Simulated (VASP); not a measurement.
# GaP: single point with LDA

GaP:

```
CELL_PARAMETERS angstrom
1.92997 1.11427 6.38765
-1.92997 1.11427 6.38765
0.00000 -2.22854 6.38765
ATOMIC_POSITIONS crystal
Ga 0.56463 0.56463 0.56463
Ga 0.43537 0.43537 0.43537
P 0.94261 0.94261 0.94261
P 0.05739 0.05739 0.05739
```

```yaml
Program: VASP 6.6.1
Task: single point
Functional: LDA
Potentials_or_basis: VASP PAW LDA potentials, release 64 (Ga_d, P)
Cutoff: 520 eV
k_mesh: 8 × 8 × 8
Occupations: fermi-dirac, width 0.05 eV
Spin: no spin polarisation
```

- Pressure: -3.4 GPa
- Largest force: 0.142 eV/Å
- Band gap on the k mesh: 0.73 eV (least direct gap 1.00 eV)

Forces on the atoms (eV/Å):
```
Ga   0.000  0.000 -0.077
Ga   0.000  0.000  0.077
P    0.000  0.000 -0.142
P    0.000  0.000  0.142
```

Stress tensor (GPa, compression positive):
```
-3.54  0.00  0.00
 0.00 -3.54  0.00
 0.00  0.00 -3.11
```

Levels at points of the mesh, in eV from the valence-band top:
```tsv
k point	band 14	band 15	band 16	band 17	band 18	band 19	band 20	band 21	band 22	band 23
(0.00, 0.00, 0.00)	-1.83	-1.83	-0.27	0.00	0.00	1.00	1.50	2.70	3.60	3.60
(0.50, 0.00, 0.00)	-5.69	-4.57	-2.90	-2.78	-1.80	1.49	2.60	3.60	4.39	6.18
(0.50, 0.50, 0.00)	-6.90	-3.87	-3.17	-1.24	-0.54	0.73	1.32	1.42	3.96	4.05
(0.50, 0.50, 0.50)	-3.78	-1.73	-1.73	-0.27	-0.27	1.02	2.30	3.78	3.78	4.96
```

It took 4.7 min on 1 thread of Intel(R) Xeon(R) Platinum 8488C (Sapphire Rapids) (shared host), peak memory 0.33 GiB.

Caveat: the cell stands under tension. A k mesh can miss the band edges.
